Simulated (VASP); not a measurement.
Runs of VASP 6.6.1 on RbW. Symmetry: P-6m2, No. 187, hexagonal system. The conventional cell has a = 3.547 Å, b = 3.547 Å, c = 5.494 Å, α = 90.00°, β = 90.00°, γ = 120.00°. Within 4.5 Å of Rb (site symmetry -6m2) lie 6 W at 3.43 Å and 6 Rb at 3.55 Å. W (site symmetry -6m2) has 6 Rb at 3.43 Å and 6 W at 3.55 Å within 4.5 Å. 

```tsv
level	potentials or basis	k mesh	smearing	grid for exact exchange (PRECFOCK)	share of exact exchange	gap on the mesh (eV)	pressure (GPa)
PBE	VASP PAW PBE potentials, release 64 (Rb_sv, W_sv)	7 × 7 × 4	methfessel-paxton 0.05 eV	-	-	none	-6.5
PBE0	VASP PAW PBE potentials, release 64 (Rb_sv, W_sv)	5 × 5 × 3	gaussian 0.05 eV	Normal	0.25	none	(a)
LDA	VASP PAW LDA potentials, release 64 (Rb_sv, W_sv)	14 × 14 × 8	fermi-dirac 0.05 eV	-	-	none	-10.3
LDA	VASP PAW LDA potentials, release 64 (Rb_sv, W_sv)	12 × 12 × 7	fermi-dirac 0.05 eV	-	-	none	-10.3
LDA	VASP PAW LDA potentials, release 64 (Rb_sv, W_sv)	8 × 8 × 5	fermi-dirac 0.05 eV	-	-	none	-10.4
LDA	VASP PAW LDA potentials, release 64 (Rb_sv, W_sv)	10 × 10 × 6	fermi-dirac 0.05 eV	-	-	none	-10.3
```

Alike in all rows: task single point; no spin polarisation; cell as given; cutoff (eV) 520.

Question: Fill in the values left out.

Answer: (a) -8.9.

Caveats: some runs use coarse meshes; spin-orbit coupling is left out, which moves the levels of the heavy elements; the stress differs along the axes, from -18 to 5 GPa (at least some runs); the stress differs along the axes, from -14 to 10 GPa (at least some runs); the PAW data sets were made with another functional, which shifts forces and pressure a little (at least some runs).

A k mesh can miss the band edges, and the runs leave out spin-orbit coupling on Rb, W.

A gap of «none» marks levels without a gap at the run's occupations.
